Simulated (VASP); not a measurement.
# GaAs in VASP: relaxation of the atoms with PBE

Aim: the relaxation of the atoms of GaAs with PBE.

Program: VASP 6.6.1. These are calculated values, not measurements. Logs are shortened: lines on timing, memory, paths and dates and some standing lists are left out, and cuts for length are marked.

## 1. The cell of the first run

The cell holds a slab with vacuum, 8 atoms: a = 4.063 Å, b = 4.063 Å, c = 25.781 Å, α = 90.00°, β = 90.00°, γ = 120.00°.

## 2. Relaxation of the atoms, PBE

Contents of INCAR:

```
SYSTEM = GaAs
PREC = Accurate ; ENCUT = 520
EDIFF = 1E-7 ; ISMEAR = 0
SIGMA = 0.05 ; LREAL = .FALSE.
LASPH = .TRUE. ; NELM = 100
ALGO = Normal ; ISIF = 2
LWAVE = .FALSE. ; LCHARG = .FALSE.
LDIPOL = .TRUE. ; IDIPOL = 3
DIPOL = 0.5 0.5 0.500 ; GGA = PE
IBRION = 2 ; NSW = 80
EDIFFG = -0.02 ; KPAR = 2
```

Contents of KPOINTS:

```
regular mesh
0
G
  9 9 1
  0 0 0
```

Contents of POSCAR:

```
GaAs
1.0
    4.0626003671      0.0000000000      0.0000000000
   -2.0313001835      3.5183151233      0.0000000000
    0.0000000000      0.0000000000     25.7805727556
As Ga
4 4
Direct
    0.0000000000      0.0000000000      0.2909167330
    0.3333333333      0.6666666667      0.4195833588
    0.6666666667      0.3333333333      0.5482499847
    0.0000000000      0.0000000000      0.6769166106
    0.3333333333      0.6666666667      0.3230833894
    0.6666666667      0.3333333333      0.4517500153
    0.0000000000      0.0000000000      0.5804166412
    0.3333333333      0.6666666667      0.7090832670
```

Potentials or basis: VASP PAW PBE potentials, release 64 (As, Ga_d).

Started as:

```sh
cat potpaw_PBE.64/As/POTCAR potpaw_PBE.64/Ga_d/POTCAR > POTCAR
mpirun -np 2 vasp_std > vasp.out
```

OUTCAR:

```text
SYSTEM = GaAs
   PREC = Accurate
   ENCUT = 520
   EDIFF = 1E-7
   ISMEAR = 0
   LREAL = .FALSE.
   LASPH = .TRUE.
   NELM = 100
   ISIF = 2
   GGA = PE
   IBRION = 2
   NSW = 80
   EDIFFG = -0.02

 ion  position               nearest neighbor table
   1  0.000  0.000  0.291-   5 2.49   5 2.49   5 2.49
   2  0.333  0.667  0.420-   5 2.49   6 2.49   6 2.49   6 2.49
   3  0.667  0.333  0.548-   6 2.49   7 2.49   7 2.49   7 2.49
   4  0.000  0.000  0.677-   8 2.49   8 2.49   8 2.49   7 2.49
   5  0.333  0.667  0.323-   1 2.49   1 2.49   1 2.49   2 2.49
   6  0.667  0.333  0.452-   3 2.49   2 2.49   2 2.49   2 2.49
   7  0.000  0.000  0.580-   4 2.49   3 2.49   3 2.49   3 2.49
   8  0.333  0.667  0.709-   4 2.49   4 2.49   4 2.49

  LATTYP: Found a hexagonal cell.
 ALAT       =     4.0626003671
 C/A-ratio  =     6.3458303614

  Lattice vectors:

 A1 = (   4.0626003671,   0.0000000000,   0.0000000000)
 A2 = (  -2.0313001835,   3.5183151233,   0.0000000000)
 A3 = (   0.0000000000,   0.0000000000,  25.7805727556)

Analysis of symmetry for initial positions (statically):
=====================================================================
 Subroutine PRICEL returns:
 Original cell was already a primitive cell.

 Routine SETGRP: Setting up the symmetry group for a
 hexagonal supercell.

 Subroutine GETGRP returns: Found  6 space group operations
 (whereof  6 operations were pure point group operations)
 out of a pool of 24 trial point group operations.

The static configuration has the point symmetry C_3v.

Analysis of symmetry for dynamics (positions and initial velocities):
=====================================================================
 Subroutine PRICEL returns:
 Original cell was already a primitive cell.

 Routine SETGRP: Setting up the symmetry group for a
 hexagonal supercell.

 Subroutine GETGRP returns: Found  6 space group operations
 (whereof  6 operations were pure point group operations)
 out of a pool of 24 trial point group operations.

The dynamic configuration has the point symmetry C_3v.

 Subroutine INISYM returns: Found  6 space group operations
 (whereof  6 operations are pure point group operations),
 and found     1 'primitive' translations

----------------------------------------------------------------------------------------

                                     Primitive cell

  volume of cell :     368.4948

  direct lattice vectors                    reciprocal lattice vectors
     4.062600367  0.000000000  0.000000000     0.246147765  0.142113478  0.000000000
    -2.031300183  3.518315123  0.000000000     0.000000000  0.284226957  0.000000000
     0.000000000  0.000000000 25.780572756     0.000000000  0.000000000  0.038788898

  length of vectors
     4.062600367  4.062600367 25.780572756     0.284226957  0.284226957  0.038788898

  position of ions in fractional coordinates (direct lattice)
     0.000000000  0.000000000  0.290916733
     0.333333333  0.666666667  0.419583359
     0.666666667  0.333333333  0.548249985
     0.000000000  0.000000000  0.676916611
     0.333333333  0.666666667  0.323083389
     0.666666667  0.333333333  0.451750015
     0.000000000  0.000000000  0.580416641
     0.333333333  0.666666667  0.709083267

  ion indices of the primitive-cell ions
   primitive index   ion index
                 1           1
                 2           2
                 3           3
                 4           4
                 5           5
                 6           6
                 7           7
                 8           8

----------------------------------------------------------------------------------------

 KPOINTS: regular mesh

Automatic generation of k-mesh.
 Grid dimensions read from file:
 generate k-points for:    9    9    1

 Generating k-lattice:

  Cartesian coordinates                     Fractional coordinates (reciprocal lattice)
     0.027349752  0.015790386  0.000000000     0.111111111  0.000000000  0.000000000
     0.000000000  0.031580773  0.000000000     0.000000000  0.111111111  0.000000000
     0.000000000  0.000000000  0.038788898     0.000000000  0.000000000  1.000000000

  Length of vectors
     0.031580773  0.031580773  0.038788898

  Shift w.r.t. Gamma in fractional coordinates (k-lattice)
     0.000000000  0.000000000  0.000000000

 Subroutine IBZKPT returns following result:
 ===========================================

 Found     12 irreducible k-points:

 Following reciprocal coordinates:
            Coordinates               Weight
  0.000000  0.000000  0.000000      1.000000
  0.111111  0.000000  0.000000      6.000000
  0.222222 -0.000000  0.000000      6.000000
  0.333333  0.000000  0.000000      6.000000
  0.444444 -0.000000  0.000000      6.000000
  0.111111  0.111111  0.000000      6.000000
  0.222222  0.111111  0.000000     12.000000
  0.333333  0.111111  0.000000     12.000000
  0.444444  0.111111  0.000000      6.000000
  0.222222  0.222222  0.000000      6.000000
  0.333333  0.222222  0.000000     12.000000
  0.333333  0.333333  0.000000      2.000000
   k-points           NKPTS =     12   k-points in BZ     NKDIM =     12   number of bands    NBANDS=     43
   number of dos      NEDOS =    301   number of ions     NIONS =      8
   total plane-waves  NPLWV = 172800
   dimension x,y,z NGX =    30 NGY =   30 NGZ =  192
   dimension x,y,z NGXF=    60 NGYF=   60 NGZF=  384
   ions per type =               4   4
   NGX,Y,Z   is equivalent  to a cutoff of  12.28, 12.28, 12.38 a.u.
   NGXF,Y,Z  is equivalent  to a cutoff of  24.55, 24.55, 24.76 a.u.
 SYSTEM =  GaAs
   PREC   = accura    normal or accurate (medium, high low for compatibility)
   ISTART =      0    job   : 0-new  1-cont  2-samecut
   ICHARG =      2    charge: 1-file 2-atom 10-const
   ISPIN  =      1    spin polarized calculation?
   LNONCOLLINEAR =      F non collinear calculations
   LSORBIT =      F    spin-orbit coupling
   LASPH  =      T    aspherical Exc in radial PAW
   ENCUT  =  520.0 eV  38.22 Ry    6.18 a.u.   7.55  7.55 47.93*2*pi/ulx,y,z
   NELM   =    100;   NELMIN=  2; NELMDL= -5     # of ELM steps
   EDIFF  = 0.1E-06   stopping-criterion for ELM
   LREAL  =      F    real-space projection
   EDIFFG = -.2E-01   stopping-criterion for IOM
   NSW    =     80    number of steps for IOM
   IBRION =      2    ionic relax: 0-MD 1-quasi-New 2-CG
   NFREE  =      1    steps in history (QN), initial steepest desc. (CG)
   ISIF   =      2    stress and relaxation
   ISYM   =      2    0-nonsym 1-usesym 2-fastsym
   POTIM  = 0.5000    time-step for ionic-motion
   TEBEG  =    0.0;   TEEND  =   0.0 temperature during run
   PSTRESS=    0.0 pullay stress
   NELECT =      72.0000    total number of electrons
   NUPDOWN=      -1.0000    fix difference up-down
   EMIN   =  10.00;   EMAX   =-10.00  energy-range for DOS
   EFERMI =   0.00;   METHOD = LEGACY
   ISMEAR =     0;   SIGMA  =   0.05  broadening in eV -4-tet -1-fermi 0-gaus
   EFERMI_NEDOS =   21; number of points for ismear=-14 and -15
   IALGO  =     38    algorithm
   IMIX   =      4    mixing-type and parameters
     AMIX     =   0.40;   BMIX     =  1.00
     AMIX_MAG =   1.60;   BMIX_MAG =  1.00
  volume/ion in A,a.u.               =      46.06       310.84
  Fermi-wavevector in a.u.,A,eV,Ry     =   0.949967  1.795177 12.278405  0.902437
  Thomas-Fermi vector in A             =   2.078300
   LORBIT       =      0    0 simple, 1 ext, 2 COOP (PROOUT), +10 PAW based schemes
   GGA     = PE    functional components
   LHFCALC =     F    Hartree Fock is set to
   AEXX    =    0.0000 exact exchange contribution
   IVDW    =     0    specifies the selected vdW correction
   LEPSILON=     F    determine dielectric tensor
   LRPA    =     F    only Hartree local field effects (RPA)
 conjugate gradient relaxation of ions
 non-spin polarized calculation
 Gauss-broadening in eV      SIGMA  =   0.05
  energy-cutoff  :      520.00
  volume of cell :      368.49
 maximum number of plane-waves:      9985
 NGX is ok and might be reduce to    30
   NGX = 15   NGY = 15   NGZ = 95

--------------------------------------- Ionic step        1  -------------------------------------------

 number of electron      71.9999980 magnetization

 Free energy of the ion-electron system (eV)
  ---------------------------------------------------
  ext. energy  EPLUGINS =         0.00000000
  ---------------------------------------------------
  free energy    TOTEN  =       -31.09490060 eV

  energy without entropy =      -31.08669690  energy(sigma->0) =      -31.09079875

------------------------ aborting loop because EDIFF is reached ----------------------------------------

  FORCE on cell =-STRESS in cart. coord.  units (eV):
  Direction    XX          YY          ZZ          XY          YZ          ZX
  --------------------------------------------------------------------------------------
  -------------------------------------------------------------------------------------
  Total       -0.5373942     -0.5373942      2.5282617     -0.0000000      0.0000000      0.0000000
  in kB       -2.3365343     -2.3365343     10.9926197     -0.0000000      0.0000000      0.0000000
  external PRESSURE =       2.1065170 kB  Pullay stress =       0.0000000 kB
[... 107 lines left out ...]
  FREE ENERGIE OF THE ION-ELECTRON SYSTEM (eV)
  ---------------------------------------------------
  free  energy   TOTEN  =       -31.1415904220 eV

  energy  without entropy=      -31.1328417131  energy(sigma->0) =      -31.13721607

[... ionic steps 4 to 11 ...]

--------------------------------------- Ionic step       12  -------------------------------------------

 number of electron      71.9999995 magnetization

------------------------ aborting loop because EDIFF is reached ----------------------------------------

  FORCE on cell =-STRESS in cart. coord.  units (eV):
  Direction    XX          YY          ZZ          XY          YZ          ZX
  --------------------------------------------------------------------------------------
  -------------------------------------------------------------------------------------
  Total       -0.3801754     -0.3801754      0.2226829     -0.0000000      0.0000000      0.0000000
  in kB       -1.6529633     -1.6529633      0.9682020     -0.0000000      0.0000000      0.0000000
  external PRESSURE =      -0.7792415 kB  Pullay stress =       0.0000000 kB
[... 69 lines left out ...]
  energy  without entropy=      -31.1474932635  energy(sigma->0) =      -31.15132502

--------------------------------------- Ionic step       14  -------------------------------------------

 number of electron      72.0000011 magnetization

 dipolmoment           0.000000      0.000000     -0.179519 electrons x Angstroem

 Free energy of the ion-electron system (eV)
  ---------------------------------------------------
  ext. energy  EPLUGINS =         0.00000000
  ---------------------------------------------------
  free energy    TOTEN  =       -31.15526312 eV

  energy without entropy =      -31.14761986  energy(sigma->0) =      -31.15144149

 E-fermi :  -0.3723     XC(G=0):  -5.4142

 val. band max:       -0.3753583439   @ k =   0.4444  -0.0000   0.0000
 cond. band min:      -0.3658329336   @ k =   0.4444   0.1111   0.0000
 fundamental gap:      0.0095254103
 Fermi energy:        -0.3722714137

 k-point     1 :       0.0000    0.0000    0.0000
  band No.  band energies     occupation
      1     -15.9660      2.00000
      2     -15.9058      2.00000
      3     -15.9058      2.00000
      4     -15.8490      2.00000
      5     -15.8490      2.00000
      6     -15.6748      2.00000
[... 541 lines left out ...]
     42       4.2227      0.00000
     43       4.3889      0.00000

------------------------ aborting loop because EDIFF is reached ----------------------------------------

 vacuum level on the upper side and lower side of the slab       (xc-potential included)        -1.282         0.955

  FORCE on cell =-STRESS in cart. coord.  units (eV):
  Direction    XX          YY          ZZ          XY          YZ          ZX
  --------------------------------------------------------------------------------------
  -------------------------------------------------------------------------------------
  Total       -0.4097747     -0.4097747      0.0886309     -0.0000000      0.0000000      0.0000000
  in kB       -1.7816579     -1.7816579      0.3853580     -0.0000000      0.0000000      0.0000000
  external PRESSURE =      -1.0593193 kB  Pullay stress =       0.0000000 kB

 VOLUME and BASIS-vectors are now :
 -----------------------------------------------------------------------------
  energy-cutoff  :      520.00
  volume of cell :      368.49
      direct lattice vectors                 reciprocal lattice vectors
     4.062600367  0.000000000  0.000000000     0.246147765  0.142113478  0.000000000
    -2.031300183  3.518315123  0.000000000     0.000000000  0.284226957  0.000000000
     0.000000000  0.000000000 25.780572756     0.000000000  0.000000000  0.038788898
[... 14 lines left out ...]
  FREE ENERGIE OF THE ION-ELECTRON SYSTEM (eV)
  ---------------------------------------------------
  free  energy   TOTEN  =       -31.1552631191 eV

  energy  without entropy=      -31.1476198575  energy(sigma->0) =      -31.15144149

 reached required accuracy - stopping structural energy minimisation

 vacuum level on the upper side and lower side of the slab         2.997         5.281
```

It took 15 min on 2 MPI ranks of AMD EPYC 9R45 (Zen 5), shared host; peak memory 0.52 GiB.

What came out:

```
Free energy                  : -31.1553 eV
Energy gained by relaxing    : 7.5 meV/atom
Ionic steps                  : 14
Largest force after relaxing : 0.020 eV/Å
Band gap on the k mesh       : zero (bands 36 and 37 overlap by 0.34 eV)
```

Forces in eV/Å, atoms in the order of the input:
```
As   0.000  0.000  0.007
As   0.000  0.000  0.008
As   0.000  0.000  0.003
As   0.000  0.000 -0.009
Ga   0.000  0.000 -0.020
Ga   0.000  0.000 -0.005
Ga   0.000  0.000  0.000
Ga   0.000  0.000  0.015
```

The path:
| step | energy change (eV) | largest force (eV/Å) | pressure (GPa) |
| --- | --- | --- | --- |
| 1 | 0.0000 | 0.5967 | 0.21 |
| 2 | -0.0376 | 0.3035 | 0.21 |
| 3 | -0.0467 | 0.1441 | 0.23 |
| 4 | -0.0489 | 0.1321 | 0.20 |
| 5 | -0.0514 | 0.1440 | 0.15 |
| 6 | -0.0531 | 0.1183 | 0.12 |
| 7 | -0.0558 | 0.1222 | 0.03 |
| 8 | -0.0560 | 0.1397 | 0.01 |
| 9 | -0.0582 | 0.0634 | -0.01 |
| 10 | -0.0590 | 0.0627 | -0.04 |
| 11 | -0.0597 | 0.0393 | -0.07 |
| 12 | -0.0598 | 0.0569 | -0.08 |
| 13 | -0.0603 | 0.0286 | -0.09 |
| 14 | -0.0604 | 0.0196 | -0.11 |

Final structure:
```
As Ga
1.0
     4.06260    0.00000    0.00000
    -2.03130    3.51832    0.00000
     0.00000    0.00000   25.78057
As Ga
4 4
Direct
  0.00000 0.00000 0.28661
  0.33333 0.66667 0.41993
  0.66667 0.33333 0.55007
  0.00000 0.00000 0.68167
  0.33333 0.66667 0.31974
  0.66667 0.33333 0.45052
  0.00000 0.00000 0.58075
  0.33333 0.66667 0.71072
```
